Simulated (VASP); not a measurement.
A run of VASP 6.6.1 is set up as follows.

File INCAR:

```
SYSTEM = Ga
ALGO = Normal ; EDIFF = 1E-6
EDIFFG = -0.01 ; ENCUT = 520
GGA = PS ; IBRION = 2
ISIF = 2 ; ISMEAR = -1
LASPH = .True. ; LCHARG = .False.
LREAL = .False. ; LWAVE = .False.
NELM = 80 ; NSW = 100
PREC = Accurate ; SIGMA = 0.05
```

KPOINTS

```
k-points
0
Gamma
  8 8 7
  0 0 0
```

The input POSCAR:

```
Ga
1.0
    1.4500000000     -4.0650000000      0.0000000000
    1.4500000000      4.0650000000      0.0000000000
    0.0000000000      0.0000000000      3.1700000000
Ga
2
Direct
    0.8883081600      0.1366960500      0.2473129000
    0.1329231900      0.8443459400      0.7483661700
```

Potentials or basis: VASP PAW PBE potentials, release 64 (Ga_d).

Run with:

```sh
$ cat potpaw_PBE.64/Ga_d/POTCAR > POTCAR
$ mpirun -np 1 vasp_std > vasp.out
```

Task: Predict the energy gained by relaxing.

Result: 1.3 meV/atom.

Task: Estimate the band gap on the k mesh.

Result: Zero (bands 13 and 14 overlap by 8.10 eV).

Final structure:
```
Ga
1.0
     1.45000   -4.06500    0.00000
     1.45000    4.06500    0.00000
     0.00000    0.00000    3.17000
Ga
2
Cartesian
  1.4527 -3.0395 0.7882
  1.4506 2.8762 2.3681
```
